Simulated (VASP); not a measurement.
# TiAl3 (Pm-3m) in VASP: notebook

The runs below take TiAl3 through relaxation of cell and atoms, with PBEsol.

Everything below comes from runs of VASP 6.6.1. Logs are shortened: lines on timing, memory, paths and dates and some standing lists are left out, and cuts for length are marked.

### 1 The cell of the first run

Symmetry: Pm-3m, No. 221, cubic system. The conventional cell has a = 3.956 Å, b = 3.956 Å, c = 3.956 Å, α = 90.00°, β = 90.00°, γ = 90.00°. Ti (site symmetry m-3m) has 12 Al at 2.80 Å within 3.7 Å. Al (site symmetry 4/mmm) has 4 Ti at 2.80 Å and 8 Al at 2.80 Å within 3.7 Å.

### 2 Relaxation of cell and atoms, PBEsol, target pressure 20 GPa, at which the enthalpy is minimised

Input file INCAR:

```
SYSTEM = TiAl3
  PREC = Accurate
  ENCUT = 600
  EDIFF = 1E-6
  ISMEAR = -1
  SIGMA = 0.05
  LREAL = .FALSE.
  LASPH = .TRUE.
  NELM = 100
  ALGO = Normal
  ISIF = 3
  LWAVE = .FALSE.
  LCHARG = .FALSE.
  GGA = PS
  IBRION = 2
  NSW = 60
  EDIFFG = -0.01
  PSTRESS = 200.0
```

Input file KPOINTS:

```
regular mesh
0
G
  7 7 7
  0 0 0
```

Input file POSCAR:

```
TiAl3
1.0
    3.9556712500      0.0000000000      0.0000000000
    0.0000000000      3.9556712500      0.0000000000
    0.0000000000      0.0000000000      3.9556712500
Ti Al
1 3
Direct
    0.0000000000      0.0000000000      0.0000000000
    0.0000000000      0.5000000000      0.5000000000
    0.5000000000      0.0000000000      0.5000000000
    0.5000000000      0.5000000000      0.0000000000
```

Potentials or basis: VASP PAW PBE potentials, release 64 (Ti_sv, Al).

On the command line:

```
> cat potpaw_PBE.64/Ti_sv/POTCAR potpaw_PBE.64/Al/POTCAR > POTCAR
> mpirun -np 1 vasp_std > vasp.out
```

OUTCAR:

```text
SYSTEM = TiAl3
   PREC = Accurate
   ENCUT = 600
   EDIFF = 1E-6
   ISMEAR = -1
   LREAL = .FALSE.
   LASPH = .TRUE.
   NELM = 100
   ISIF = 3
   GGA = PS
   IBRION = 2
   NSW = 60
   EDIFFG = -0.01
   PSTRESS = 200.0

 ion  position               nearest neighbor table
   1  0.000  0.000  0.000-   2 2.80   3 2.80   4 2.80   2 2.80   3 2.80   2 2.80   4 2.80   2 2.80
                             3 2.80   4 2.80   3 2.80   4 2.80
   2  0.000  0.500  0.500-   1 2.80   3 2.80   4 2.80   1 2.80   4 2.80   1 2.80   3 2.80   1 2.80
                             3 2.80   4 2.80   4 2.80   3 2.80
   3  0.500  0.000  0.500-   1 2.80   2 2.80   4 2.80   1 2.80   4 2.80   2 2.80   4 2.80   4 2.80
                             1 2.80   2 2.80   1 2.80   2 2.80
   4  0.500  0.500  0.000-   1 2.80   2 2.80   3 2.80   2 2.80   3 2.80   1 2.80   3 2.80   3 2.80
                             1 2.80   2 2.80   2 2.80   1 2.80

  LATTYP: Found a simple cubic cell.
 ALAT       =     3.9556712500

  Lattice vectors:

 A1 = (   3.9556712500,   0.0000000000,   0.0000000000)
 A2 = (   0.0000000000,   3.9556712500,   0.0000000000)
 A3 = (   0.0000000000,   0.0000000000,   3.9556712500)

Analysis of symmetry for initial positions (statically):
=====================================================================
 Subroutine PRICEL returns:
 Original cell was already a primitive cell.

 Routine SETGRP: Setting up the symmetry group for a
 simple cubic supercell.

 Subroutine GETGRP returns: Found 48 space group operations
 (whereof 48 operations were pure point group operations)
 out of a pool of 48 trial point group operations.

The static configuration has the point symmetry O_h .

Analysis of symmetry for dynamics (positions and initial velocities):
=====================================================================
 Subroutine PRICEL returns:
 Original cell was already a primitive cell.

 Routine SETGRP: Setting up the symmetry group for a
 simple cubic supercell.

 Subroutine GETGRP returns: Found 48 space group operations
 (whereof 48 operations were pure point group operations)
 out of a pool of 48 trial point group operations.

The dynamic configuration has the point symmetry O_h .

 Subroutine INISYM returns: Found 48 space group operations
 (whereof 48 operations are pure point group operations),
 and found     1 'primitive' translations

----------------------------------------------------------------------------------------

                                     Primitive cell

  volume of cell :      61.8957

  direct lattice vectors                    reciprocal lattice vectors
     3.955671250  0.000000000  0.000000000     0.252801595  0.000000000  0.000000000
     0.000000000  3.955671250  0.000000000     0.000000000  0.252801595  0.000000000
     0.000000000  0.000000000  3.955671250     0.000000000  0.000000000  0.252801595

  length of vectors
     3.955671250  3.955671250  3.955671250     0.252801595  0.252801595  0.252801595

  position of ions in fractional coordinates (direct lattice)
     0.000000000  0.000000000  0.000000000
     0.000000000  0.500000000  0.500000000
     0.500000000  0.000000000  0.500000000
     0.500000000  0.500000000  0.000000000

  ion indices of the primitive-cell ions
   primitive index   ion index
                 1           1
                 2           2
                 3           3
                 4           4

----------------------------------------------------------------------------------------

 KPOINTS: regular mesh

Automatic generation of k-mesh.
 Grid dimensions read from file:
 generate k-points for:    7    7    7

 Generating k-lattice:

  Cartesian coordinates                     Fractional coordinates (reciprocal lattice)
     0.036114514  0.000000000  0.000000000     0.142857143  0.000000000  0.000000000
     0.000000000  0.036114514  0.000000000     0.000000000  0.142857143  0.000000000
     0.000000000  0.000000000  0.036114514     0.000000000  0.000000000  0.142857143

  Length of vectors
     0.036114514  0.036114514  0.036114514

  Shift w.r.t. Gamma in fractional coordinates (k-lattice)
     0.000000000  0.000000000  0.000000000

 Subroutine IBZKPT returns following result:
 ===========================================

 Found     20 irreducible k-points:

 Following reciprocal coordinates:
            Coordinates               Weight
  0.000000  0.000000  0.000000      1.000000
  0.142857  0.000000  0.000000      6.000000
  0.285714  0.000000  0.000000      6.000000
  0.428571  0.000000  0.000000      6.000000
  0.142857  0.142857  0.000000     12.000000
  0.285714  0.142857  0.000000     24.000000
[... 12 lines left out ...]
  0.428571  0.428571  0.285714     24.000000
  0.428571  0.428571  0.428571      8.000000
   k-points           NKPTS =     20   k-points in BZ     NKDIM =     20   number of bands    NBANDS=     14
   number of dos      NEDOS =    301   number of ions     NIONS =      4
   total plane-waves  NPLWV =  32768
   dimension x,y,z NGX =    32 NGY =   32 NGZ =   32
   dimension x,y,z NGXF=    64 NGYF=   64 NGZF=   64
   ions per type =               1   3
   NGX,Y,Z   is equivalent  to a cutoff of  13.45, 13.45, 13.45 a.u.
   NGXF,Y,Z  is equivalent  to a cutoff of  26.90, 26.90, 26.90 a.u.
 SYSTEM =  TiAl3
   PREC   = accura    normal or accurate (medium, high low for compatibility)
   ISTART =      0    job   : 0-new  1-cont  2-samecut
   ICHARG =      2    charge: 1-file 2-atom 10-const
   ISPIN  =      1    spin polarized calculation?
   LNONCOLLINEAR =      F non collinear calculations
   LSORBIT =      F    spin-orbit coupling
   LASPH  =      T    aspherical Exc in radial PAW
   ENCUT  =  600.0 eV  44.10 Ry    6.64 a.u.   7.90  7.90  7.90*2*pi/ulx,y,z
   NELM   =    100;   NELMIN=  2; NELMDL= -5     # of ELM steps
   EDIFF  = 0.1E-05   stopping-criterion for ELM
   LREAL  =      F    real-space projection
   EDIFFG = -.1E-01   stopping-criterion for IOM
   NSW    =     60    number of steps for IOM
   IBRION =      2    ionic relax: 0-MD 1-quasi-New 2-CG
   NFREE  =      1    steps in history (QN), initial steepest desc. (CG)
   ISIF   =      3    stress and relaxation
   ISYM   =      2    0-nonsym 1-usesym 2-fastsym
   POTIM  = 0.5000    time-step for ionic-motion
   TEBEG  =    0.0;   TEEND  =   0.0 temperature during run
   PSTRESS=  200.0 pullay stress
   NELECT =      21.0000    total number of electrons
   NUPDOWN=      -1.0000    fix difference up-down
   EMIN   =  10.00;   EMAX   =-10.00  energy-range for DOS
   EFERMI =   0.00;   METHOD = LEGACY
   ISMEAR =    -1;   SIGMA  =   0.05  broadening in eV -4-tet -1-fermi 0-gaus
   EFERMI_NEDOS =   21; number of points for ismear=-14 and -15
   IALGO  =     38    algorithm
   IMIX   =      4    mixing-type and parameters
     AMIX     =   0.40;   BMIX     =  1.00
     AMIX_MAG =   1.60;   BMIX_MAG =  1.00
  volume/ion in A,a.u.               =      15.47       104.42
  Fermi-wavevector in a.u.,A,eV,Ry     =   1.141811  2.157711 17.738371  1.303733
  Thomas-Fermi vector in A             =   2.278511
   LORBIT       =      0    0 simple, 1 ext, 2 COOP (PROOUT), +10 PAW based schemes
   GGA     = PS    functional components
   LHFCALC =     F    Hartree Fock is set to
   AEXX    =    0.0000 exact exchange contribution
   IVDW    =     0    specifies the selected vdW correction
   LEPSILON=     F    determine dielectric tensor
   LRPA    =     F    only Hartree local field effects (RPA)
 conjugate gradient relaxation of ions
 non-spin polarized calculation
  energy-cutoff  :      600.00
  volume of cell :       61.90
 maximum number of plane-waves:      2103
 NGX is ok and might be reduce to    32
   NGX = 15   NGY = 15   NGZ = 15

--------------------------------------- Ionic step        1  -------------------------------------------

 number of electron      20.9999993 magnetization

 Free energy of the ion-electron system (eV)
  ---------------------------------------------------
  ext. energy  EPLUGINS =         0.00000000
  ---------------------------------------------------
  free energy    TOTEN  =       -22.13291786 eV

  energy without entropy =      -22.10898989  energy(sigma->0) =      -22.12095387

 E-fermi :   9.1179     XC(G=0): -10.9144

 val. band max:        8.9975971453   @ k =   0.1429   0.1429   0.0000
 cond. band min:       9.1589436299   @ k =   0.4286   0.2857   0.1429
 fundamental gap:      0.1613464846
 Fermi energy:         9.1178806448

 k-point     1 :       0.0000    0.0000    0.0000
  band No.  band energies     occupation
      1     -47.6627      2.00000
      2     -24.0707      2.00000
      3     -24.0707      2.00000
      4     -24.0707      2.00000
      5      -1.7758      2.00000
      6       5.9380      2.00000
      7       5.9380      2.00000
      8       6.8812      2.00000
      9       6.8812      2.00000
     10       6.8812      2.00000
     11       9.2023      0.31198
     12       9.2023      0.31197
     13       9.2023      0.31197
     14       9.7381      0.00001

 k-point     2 :       0.1429    0.0000    0.0000
  band No.  band energies     occupation
      1     -47.6626      2.00000
      2     -24.0746      2.00000
      3     -24.0704      2.00000
      4     -24.0704      2.00000
      5      -1.5777      2.00000
      6       4.7037      2.00000
      7       6.0691      2.00000
      8       6.8682      2.00000
      9       6.8682      2.00000
     10       7.5016      2.00000
     11       9.2464      0.14207
     12       9.2539      0.12365
     13       9.2539      0.12365
     14      10.4948      0.00000
[... 406 lines left out ...]
 POSITION                                       TOTAL-FORCE (eV/Angst)
 -----------------------------------------------------------------------------------
      0.00000      0.00000      0.00000         0.000000     -0.000000      0.000000
      0.00000      1.89020      1.89020        -0.000000     -0.000000      0.000000
      1.89020      0.00000      1.89020        -0.000000      0.000000      0.000000
      1.89020      1.89020     -0.00000         0.000000     -0.000000      0.000000
 -----------------------------------------------------------------------------------
    total drift:                                0.000000      0.000000      0.000000

  FREE ENERGIE OF THE ION-ELECTRON SYSTEM (eV)
  ---------------------------------------------------
  free  energy   TOTEN  =       -21.7280499292 eV

  energy  without entropy=      -21.7076079663  energy(sigma->0) =      -21.71782895

  enthalpy is  TOTEN    =       -14.9838352527 eV   P V=        6.7442146764

--------------------------------------- Ionic step        4  -------------------------------------------

 number of electron      20.9999997 magnetization

 Free energy of the ion-electron system (eV)
  ---------------------------------------------------
  ext. energy  EPLUGINS =         0.00000000
  ---------------------------------------------------
  free energy    TOTEN  =       -21.69815941 eV

  energy without entropy =      -21.67782566  energy(sigma->0) =      -21.68799254

 E-fermi :  10.7272     XC(G=0): -11.4992

 val. band max:       10.5712336415   @ k =   0.1429   0.1429   0.0000
 cond. band min:      10.7492790035   @ k =   0.4286   0.2857   0.1429
 fundamental gap:      0.1780453620
 Fermi energy:        10.7271876945

 k-point     1 :       0.0000    0.0000    0.0000
  band No.  band energies     occupation
      1     -45.7307      2.00000
      2     -22.1844      2.00000
      3     -22.1844      2.00000
      4     -22.1844      2.00000
      5      -1.0181      2.00000
      6       7.2020      2.00000
      7       7.2020      2.00000
      8       8.3910      2.00000
      9       8.3910      2.00000
     10       8.3910      2.00000
     11      10.7702      0.59467
     12      10.7702      0.59466
     13      10.7702      0.59466
     14      11.2287      0.00009

 k-point     2 :       0.1429    0.0000    0.0000
  band No.  band energies     occupation
      1     -45.7303      2.00000
      2     -22.1920      2.00000
      3     -22.1839      2.00000
      4     -22.1839      2.00000
      5      -0.7974      2.00000
      6       5.9976      2.00000
      7       7.3303      2.00000
      8       8.3354      2.00000
      9       8.3354      2.00000
     10       8.9027      2.00000
     11      10.8274      0.23753
     12      10.8619      0.12666
     13      10.8619      0.12666
     14      12.1066      0.00000
[... 317 lines left out ...]
 VOLUME and BASIS-vectors are now :
 -----------------------------------------------------------------------------
  energy-cutoff  :      600.00
  volume of cell :       53.78
      direct lattice vectors                 reciprocal lattice vectors
     3.774658299 -0.000000000 -0.000000000     0.264924642  0.000000000 -0.000000000
    -0.000000000  3.774658299 -0.000000000     0.000000000  0.264924642 -0.000000000
     0.000000000  0.000000000  3.774658299     0.000000000  0.000000000  0.264924642

 POSITION                                       TOTAL-FORCE (eV/Angst)
 -----------------------------------------------------------------------------------
      0.00000      0.00000      0.00000         0.000000     -0.000000      0.000000
      0.00000      1.88733      1.88733        -0.000000     -0.000000      0.000000
      1.88733      0.00000      1.88733         0.000000      0.000000      0.000000
      1.88733      1.88733     -0.00000         0.000000     -0.000000      0.000000
 -----------------------------------------------------------------------------------
    total drift:                               -0.000000      0.000000      0.000000

  FREE ENERGIE OF THE ION-ELECTRON SYSTEM (eV)
  ---------------------------------------------------
  free  energy   TOTEN  =       -21.6981594124 eV

  energy  without entropy=      -21.6778256586  energy(sigma->0) =      -21.68799254

  enthalpy is  TOTEN    =       -14.9846076302 eV   P V=        6.7135517822

 reached required accuracy - stopping structural energy minimisation
```

Wall time 45 s (1 thread of Intel Xeon Platinum 8488C (Sapphire Rapids), shared host); peak memory 0.19 GiB.

Results:

```
Free energy                                            : -21.6982 eV
Relaxed volume                                         : 13.45 Å³/atom
Relaxed cell                                           : a = 3.775 Å, b = 3.775 Å, c = 3.775 Å, α = 90.00°, β = 90.00°, γ = 90.00°
Space group after relaxing (to 0.05 Å)                 : Pm-3m (No. 221)
Energy change on relaxing (the enthalpy is what falls) : +108.7 meV/atom
Ionic steps                                            : 4
Pressure after relaxing                                : 19.9 GPa
```

The path:
```tsv
step	energy change (eV)	largest force (eV/Å)	pressure (GPa)	volume (Å³)
1	0.0000	0.0000	-0.57	61.90
2	2.3164	0.0000	59.70	45.75
3	0.4049	0.0000	19.03	54.03
4	0.4348	0.0000	19.92	53.78
```

Final structure:
```xyz
4
Lattice="3.7747 0.0000 0.0000 0.0000 3.7747 0.0000 0.0000 0.0000 3.7747" Properties=species:S:1:pos:R:3 pbc="T T T"
Ti    0.0000    0.0000    0.0000
Al    0.0000    1.8873    1.8873
Al    1.8873    0.0000    1.8873
Al    1.8873    1.8873    0.0000
```

Levels at points of the mesh, in eV from the Fermi level:
```
           k point  band 7  band 8  band 9  band 10  band 11  band 12  band 13  band 14
(0.00, 0.00, 0.00)   -3.53   -2.34   -2.34    -2.34     0.04     0.04     0.04     0.50
```

Caveat: the cell is relaxed towards a set pressure, so the enthalpy falls and the energy may rise; the PAW data sets were made with another functional, which shifts forces and pressure a little.

### 3 Relaxation of cell and atoms, PBEsol, target pressure 30 GPa, at which the enthalpy is minimised

Input file INCAR:

```
SYSTEM = TiAl3
ALGO = Normal
EDIFF = 1E-6
EDIFFG = -0.01
ENCUT = 600
GGA = PS
IBRION = 2
ISIF = 3
ISMEAR = -1
LASPH = .TRUE.
LCHARG = .FALSE.
LREAL = .FALSE.
LWAVE = .FALSE.
NELM = 80
NSW = 60
PREC = Accurate
PSTRESS = 300.0
SIGMA = 0.05
```

Input file KPOINTS:

```
k-points
0
G
  7 7 7
  0 0 0
```

POSCAR is that of step 2.

Potentials or basis: VASP PAW PBE potentials, release 64 (Ti_sv, Al).

On the command line:

```
> cat potpaw_PBE.64/Ti_sv/POTCAR potpaw_PBE.64/Al/POTCAR > POTCAR
> mpirun -np 1 vasp_std > vasp.out
```

Run time: 65 s. Hardware: 1 thread of Intel Xeon Platinum 8488C (Sapphire Rapids), shared host; peak memory 0.19 GiB.

The run converged. Its results:

```yaml
Free_energy: -21.2942 eV
Relaxed_volume: 12.79 Å³/atom
Relaxed_cell: a = 3.713 Å, b = 3.713 Å, c = 3.713 Å, α = 90.00°, β = 90.00°, γ = 90.00°
Space_group_after_relaxing_to_0.05_Å: Pm-3m (No. 221)
Energy_change_on_relaxing_the_enthalpy_is_what_falls: +209.7 meV/atom
Ionic_steps: 7
Pressure_after_relaxing: 30.0 GPa
```

Step by step:
| step | energy change (eV) | largest force (eV/Å) | pressure (GPa) | volume (Å³) |
| --- | --- | --- | --- | --- |
| 1 | 0.0000 | 0.0000 | -0.57 | 61.90 |
| 2 | 6.0178 | 0.0000 | 123.59 | 39.03 |
| 3 | 0.7108 | 0.0000 | 26.99 | 51.89 |
| 4 | 0.8119 | 0.0000 | 29.36 | 51.31 |
| 5 | 0.8488 | 0.0000 | 30.22 | 51.12 |
| 6 | 0.8271 | 0.0000 | 29.74 | 51.23 |
| 7 | 0.8387 | 0.0000 | 30.00 | 51.17 |

Final structure:
```
Ti Al
1.0
     3.71252    0.00000    0.00000
     0.00000    3.71252    0.00000
     0.00000    0.00000    3.71252
Ti Al
1 3
Cartesian
  0.0000 0.0000 0.0000
  0.0000 1.8563 1.8563
  1.8563 0.0000 1.8563
  1.8563 1.8563 0.0000
```

Levels at points of the mesh, in eV from the Fermi level:
| k point | band 7 | band 8 | band 9 | band 10 | band 11 | band 12 | band 13 | band 14 |
| --- | --- | --- | --- | --- | --- | --- | --- | --- |
| (0.00, 0.00, 0.00) | -3.66 | -2.35 | -2.35 | -2.35 | 0.03 | 0.03 | 0.03 | 0.46 |

Caveat: the cell is relaxed towards a set pressure, so the enthalpy falls and the energy may rise; the volume moved by over 15 % at a fixed basis, so the end points are rough; the PAW data sets were made with another functional, which shifts forces and pressure a little.
